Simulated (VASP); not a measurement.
Set up this calculation in VASP 6.6.1, as the native input.

```yaml
Task: relaxation of cell and atoms
Functional: PBE
Potentials_or_basis: VASP PAW PBE potentials, release 64 (Sb, Se)
Cutoff: 600 eV
k_mesh: 12 × 12 × 12
Occupations: gaussian, width 0.1 eV
Spin: no spin polarisation
Dipole_correction: no
Further_INCAR_settings: ALGO = Normal; EDIFF = 1e-07; IBRION = 2; EDIFFG = -0.01; NSW = 100; ISIF = 3
```

The structure of SbSe2 lies in POSCAR:

```
SbSe2
1.0
    0.0000000000      3.4256717572      3.4256717572
    3.4256717572      0.0000000000      3.4256717572
    3.4256717572      3.4256717572      0.0000000000
Sb Se
1 2
Direct
    0.5000000000      0.5000000000      0.5000000000
    0.0000000000      0.0000000000      0.0000000000
    0.2500000000      0.2500000000      0.2500000000
```

One way to write it, as run:

INCAR

```
ALGO = Normal ; EDIFF = 1E-7
EDIFFG = -0.01 ; ENCUT = 600
GGA = PE ; IBRION = 2
ISIF = 3 ; ISMEAR = 0
LASPH = T ; LCHARG = F
LREAL = F ; LWAVE = F
NELM = 60 ; NSW = 100
PREC = Accurate ; SIGMA = 0.1
```

KPOINTS

```
k-points
0
Gamma
  12 12 12
```

Potentials or basis: VASP PAW PBE potentials, release 64 (Sb, Se).

Launch:

```sh
$ cat potpaw_PBE.64/Sb/POTCAR potpaw_PBE.64/Se/POTCAR > POTCAR
$ mpirun -np 1 vasp_std > vasp.out
```

Results of the run:

```yaml
Relaxed_volume: 27.00 Å³/atom
Relaxed_cell: a = 4.856 Å, b = 4.856 Å, c = 4.856 Å, α = 60.00°, β = 60.00°, γ = 60.00°
Space_group_after_relaxing_to_0.05_Å: F-43m (No. 216)
Energy_gained_by_relaxing: 0.2 meV/atom
Ionic_steps: 3
Pressure_after_relaxing: 0.0 GPa
```

Run time: 5.6 min on 1 thread of AMD EPYC 7R13, on a shared host, peak memory 0.27 GiB.
